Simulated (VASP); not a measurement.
**Ba2TeS: single point with r2SCAN**

Crystal: Ba2TeS.

```xyz
4
Lattice="4.7927 0.0000 0.0000 0.0000 4.7927 0.0000 0.0000 0.0000 6.7840" Properties=species:S:1:pos:R:3 pbc="T T T"
S     0.0000    0.0000    0.0000
Ba    0.0000    0.0000    3.3920
Ba    2.3963    2.3963    0.0000
Te    2.3963    2.3963    3.3920
```

* Program: VASP 6.6.1
* Task: single point
* Functional: r2SCAN
* Potentials or basis: VASP PAW PBE potentials, release 64 (S, Ba_sv, Te)
* Cutoff: 520 eV
* k mesh: 6 × 6 × 4
* Occupations: gaussian, width 0.01 eV
* Spin: no spin polarisation

- Pressure: 0.4 GPa
- Band gap on the k mesh: 2.06 eV

Levels at points of the mesh, in eV from the valence-band top:
```
           k point  band 12  band 13  band 14  band 15  band 16  band 17  band 18  band 19  band 20  band 21
(0.00, 0.00, 0.00)    -0.31    -0.31    -0.04     0.00     0.00     2.06     3.58     3.71     3.71     3.80
(0.50, 0.00, 0.00)    -1.39    -1.14    -0.86    -0.70    -0.59     4.09     4.81     4.91     5.08     5.11
(0.50, 0.50, 0.00)    -0.91    -0.33    -0.31    -0.31    -0.27     2.13     2.13     5.28     5.35     5.70
(0.00, 0.00, 0.50)    -1.16    -0.30    -0.30    -0.21    -0.21     2.41     3.11     4.40     4.62     4.88
(0.50, 0.00, 0.50)    -1.99    -1.22    -1.06    -0.98    -0.92     4.94     5.31     5.32     5.48     5.71
(0.50, 0.50, 0.50)    -0.99    -0.85    -0.85    -0.68    -0.68     3.87     3.87     4.50     4.50     5.87
```

Wall time 2.6 min on 1 thread of Intel(R) Xeon(R) 6975P-C (Granite Rapids), on a shared host, peak memory 0.33 GiB.

Caveat: the PAW data sets were made with another functional, which shifts forces and pressure a little; spin-orbit coupling is left out, which moves the levels of the heavy elements. A k mesh can miss the band edges.
